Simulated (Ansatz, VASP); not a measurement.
## Two plane-wave programs on InSe

```
CELL_PARAMETERS angstrom
6.57085 0.00000 0.00000
-3.28543 5.69053 0.00000
0.00000 0.00000 4.32595
ATOMIC_POSITIONS crystal
In 0.50000 0.00000 0.00000
In 0.50000 0.50000 0.00000
In 0.00000 0.50000 0.00000
Se 0.00000 0.00000 0.00000
Se 0.33333 0.66667 0.50000
Se 0.66667 0.33333 0.50000
```

Alike in both runs: functional r2SCAN; k mesh 6 × 6 × 10; occupations gaussian, width 0.1 eV; no spin polarisation.

Ansatz relaxed the structure, and its values are those at the end. VASP's run is a single point on that final structure, the one shown.

```csv
,VASP,Ansatz
version,VASP 6.6.1,Ansatz 0.2.0
potentials or method,"VASP PAW PBE potentials, release 64 (In_d, Se), cutoff 520 eV","scalar-relativistic, plane waves, PAW"
valence electrons in the cell,57,87
```

```csv
,VASP,Ansatz,Ansatz less VASP
gap on the k mesh at the Fermi level (eV),none,none,-
pressure (GPa),0.1,0.0,-0.06
```

VASP's potentials were made for PBE, not for r2SCAN. A gap of «none» marks a metal or a gap that the smearing closes. VASP's potentials hold 57 valence electrons a cell and Ansatz's 87, so a difference there can come from the potentials and not from the codes.
